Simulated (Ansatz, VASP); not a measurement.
# Ti in VASP and in Ansatz

Contents of INCAR:

```
SYSTEM = Ti
PREC = Accurate ; ENCUT = 520
EDIFF = 1E-7 ; ISMEAR = 0
SIGMA = 0.15 ; LREAL = .False.
LASPH = .True. ; NELM = 60
ALGO = Fast ; ISIF = 2
LWAVE = .False. ; LCHARG = .False.
GGA = PS ; NBANDS = 12
```

The input KPOINTS:

```
Automatic mesh
0
Gamma
  26 26 26
  0 0 0
```

POSCAR

```
Ti
1.0
   -1.6452439645      1.6051160629      1.6051160629
    1.6452439645     -1.6051160629      1.6051160629
    1.6452439645      1.6051160629     -1.6051160629
Ti
1
Direct
    0.0000000000      0.0000000000      0.0000000000
```

Input for Ansatz:

```yaml
crystal:
  lattice:
    - [-1.6452439645, 1.6051160629, 1.6051160629]
    - [1.6452439645, -1.6051160629, 1.6051160629]
    - [1.6452439645, 1.6051160629, -1.6051160629]
  atoms:
    - { symbol: Ti, position: [0.0, 0.0, 0.0] }
basis:
  ecutwfc: 420
kpoints:
  mp_grid: { grid: [26, 26, 26] }
hamiltonian:
  xc: pbesol
scf:
  occupations: { method: gaussian, width: 0.15 }
output:
  forces: true
  stress: true
  eigenvalues: true
```

Change from the starting cell: strain +0.0250 x Voigt [1, 0, 0, 0, 0, 0], atoms carried along.

Alike in both runs: task single point; functional PBEsol; k mesh 26 × 26 × 26; occupations gaussian, width 0.15 eV; no spin polarisation.

|  | VASP | Ansatz |
| --- | --- | --- |
| version | VASP 6.6.1 | Ansatz 0.2.0 |
| potentials or method | VASP PAW PBE potentials, release 64 (Ti_sv), cutoff 520 eV | scalar-relativistic, plane waves, PAW |
| valence electrons in the cell | 12 | 12 |

|  | VASP | Ansatz | Ansatz less VASP |
| --- | --- | --- | --- |
| gap on the k mesh at the Fermi level (eV) | none | none | - |
| pressure (GPa) | -2.9 | -2.6 | +0.27 |
| traceless stress, the component that is largest in VASP (GPa) | 0.33 | 0.33 | +0.001 |

VASP's potentials were made for PBE, not for PBEsol. A gap of «none» marks a metal or a gap that the smearing closes. The functional is the same, so the differences come from potentials, cutoffs and numerics.
